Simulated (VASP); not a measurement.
Runs of VASP 6.6.1 on InSb. The structure is that of space group P-6m2 (No. 187), or close to it. The cells are those of the table. The cell was built from a structure type or drawn by symmetry, and may not be a known phase.

```csv
task,cell,k mesh,cutoff (eV),gap on the mesh (eV),pressure (GPa),relaxed volume (Å³/atom)
relaxation of cell and atoms,"relaxed from a = 3.762, b = 3.762, c = 3.672 Å, angles 90.0, 90.0, 120.0°, 2 atoms",6 × 6 × 6,600,none,0.0,29.83
single point,"a = 3.762, b = 3.762, c = 3.672 Å, angles 90.0, 90.0, 120.0°, 2 atoms",6 × 6 × 6,520,none,23.1,-
relaxation of cell and atoms,"relaxed from a = 4.234, b = 4.234, c = 3.829 Å, angles 90.0, 90.0, 120.0°, 2 atoms",18 × 18 × 14,600,none,0.0,30.09
single point,"a = 4.297, b = 4.297, c = 3.773 Å, angles 90.0, 90.0, 120.0°, 2 atoms",18 × 18 × 14,520,none,0.0,-
single point,"a = 4.234, b = 4.234, c = 3.829 Å, angles 90.0, 90.0, 120.0°, 2 atoms",6 × 6 × 6,520,none,(a),-
```

Alike in all rows: level PBE; potentials or basis VASP PAW PBE potentials, release 64 (In_d, Sb); no spin polarisation; smearing gaussian 0.1 eV.

Q: Estimate the missing entries.

A: (a) 0.1.

Caveats: spin-orbit coupling is left out, which moves the levels of the heavy elements; the volume moved by over 15 % at a fixed basis, so the end points are rough (at least some runs); the cell stands under pressure (at least some runs).

A k mesh can miss the band edges, and the runs leave out spin-orbit coupling on In, Sb.

A gap of «none» marks levels without a gap at the run's occupations.
